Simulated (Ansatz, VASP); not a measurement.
One calculation of Ba2Ti3O8, two programs

The input INCAR:

```
PREC = Accurate
ENCUT = 520
EDIFF = 1E-6
ISMEAR = 0
SIGMA = 0.05
LREAL = F
LASPH = T
NELM = 120
ALGO = Normal
ISIF = 2
LWAVE = F
LCHARG = F
LDIPOL = T
IDIPOL = 3
DIPOL = 0.5 0.5 0.501
GGA = PS
NBANDS = 64
GGA_COMPAT = F
NELMDL = -8
```

KPOINTS

```
Automatic mesh
0
Gamma
  7 7 1
```

File POSCAR:

```
Ba2Ti3O8
1.0
    3.9557417187      0.0000000000      0.0000000000
    0.0000000000      3.9557417187      0.0000000000
    0.0000000000      0.0000000000     23.2247707175
Ti O Ba
3 8 2
Direct
    0.5000000000      0.5000000000      0.3229310675
    0.5000000000      0.5000000000      0.4970263003
    0.5000000000      0.5000000000      0.6711215332
    0.5000000000      0.0000000000      0.3288784668
    0.0000000000      0.5000000000      0.3288784668
    0.5000000000      0.5000000000      0.4177830850
    0.5000000000      0.0000000000      0.5029736997
    0.0000000000      0.5000000000      0.5029736997
    0.5000000000      0.5000000000      0.5918783178
    0.5000000000      0.0000000000      0.6770689325
    0.0000000000      0.5000000000      0.6770689325
    0.0000000000      0.0000000000      0.4126193980
    0.0000000000      0.0000000000      0.5867146309
```

Input for Ansatz:

```yaml
crystal:
  lattice:
    - [3.9557417187, 0.0, 0.0]
    - [0.0, 3.9557417187, 0.0]
    - [0.0, 0.0, 23.2247707175]
  atoms:
    - { symbol: Ti, position: [0.5, 0.5, 0.3229310675] }
    - { symbol: O, position: [0.5, 0.0, 0.3288784668] }
    - { symbol: O, position: [0.0, 0.5, 0.3288784668] }
    - { symbol: Ba, position: [0.0, 0.0, 0.412619398] }
    - { symbol: O, position: [0.5, 0.5, 0.417783085] }
    - { symbol: Ti, position: [0.5, 0.5, 0.4970263003] }
    - { symbol: O, position: [0.5, 0.0, 0.5029736997] }
    - { symbol: O, position: [0.0, 0.5, 0.5029736997] }
    - { symbol: Ba, position: [0.0, 0.0, 0.5867146309] }
    - { symbol: O, position: [0.5, 0.5, 0.5918783178] }
    - { symbol: Ti, position: [0.5, 0.5, 0.6711215332] }
    - { symbol: O, position: [0.5, 0.0, 0.6770689325] }
    - { symbol: O, position: [0.0, 0.5, 0.6770689325] }
basis:
  ecutwfc: 420
kpoints:
  mp_grid: { grid: [7, 7, 1] }
hamiltonian:
  xc: pbesol
scf:
  occupations: { method: gaussian, width: 0.05 }
output:
  forces: true
  stress: true
  eigenvalues: true
  write_density: true
  write_potential: true
  elf: true
  volumetric_format: npy
efield:
  axis: 3
  dipole_correction: true
  ramp_width: 0.04
```

Alike in both runs: task single point; functional PBEsol; k mesh 7 × 7 × 1; occupations gaussian, width 0.05 eV; no spin polarisation.

|  | VASP | Ansatz |
| --- | --- | --- |
| version | VASP 6.6.1 | Ansatz 0.2.0 |
| potentials or method | VASP PAW PBE potentials, release 64 (Ti_sv, O, Ba_sv), cutoff 520 eV | scalar-relativistic, plane waves, PAW |
| valence electrons in the cell | 104 | 104 |

Ansatz gave:

| Quantity | Value |
| --- | --- |
| gap on the k mesh at the Fermi level (eV) | none |
| rms of the force components (eV/Å) | 0.795 |

Question: Estimate VASP's values.

Answer: gap on the k mesh at the Fermi level (eV): none; rms of the force components (eV/Å): 0.800.

VASP's potentials were made for PBE, not for PBEsol. A gap of «none» marks a metal or a gap that the smearing closes. Ansatz's warnings: xc potential rough in thin density.

Spin-orbit coupling is off throughout.
